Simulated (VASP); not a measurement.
A run of VASP 6.6.1 is set up as follows.

INCAR

```
SYSTEM = SnO2
ALGO = Normal
EDIFF = 1E-6
ENCUT = 520
GGA = CA
ISIF = 2
ISMEAR = -1
LASPH = .TRUE.
LCHARG = .FALSE.
LREAL = .FALSE.
LWAVE = .FALSE.
NBANDS = 35
NELM = 80
PREC = Accurate
SIGMA = 0.03
```

File KPOINTS:

```
k-points
0
G
  4 4 6
  0 0 0
```

Contents of POSCAR:

```
SnO2
1.0
    4.8794705000      0.0000000000      0.0000000000
    0.0000000000      4.8794705000      0.0000000000
    0.0000000000      0.0000000000      3.1864000000
Sn O
2 4
Direct
    0.0000000000      0.0000000000      0.0000000000
    0.5000000000      0.5000000000      0.5000000000
    0.3056200000      0.3056200000      0.0000000000
    0.1943800000      0.8056200000      0.5000000000
    0.6943800000      0.6943800000      0.0000000000
    0.8056200000      0.1943800000      0.5000000000
```

Potentials or basis: VASP PAW LDA potentials, release 64 (Sn_d, O).

Run with:

```console
$ cat potpaw_LDA.64/Sn_d/POTCAR potpaw_LDA.64/O/POTCAR > POTCAR
$ mpirun -np 1 vasp_std > vasp.out
```

Problem. Estimate the band gap on the k mesh.

Solution. 0.58 eV, direct.

Problem. Estimate the largest force.

Solution. 0.207 eV/Å.

Problem. Predict the pressure.

Solution. -9.9 GPa.

Stress tensor (GPa, compression positive):
```
-11.21   0.00   0.00
  0.00 -11.21   0.00
  0.00   0.00  -7.42
```

Caveat: the cell differs from its parent crystal (equal xx and yy strain of +3 %); spin-orbit coupling is left out, which moves the levels of the heavy elements.
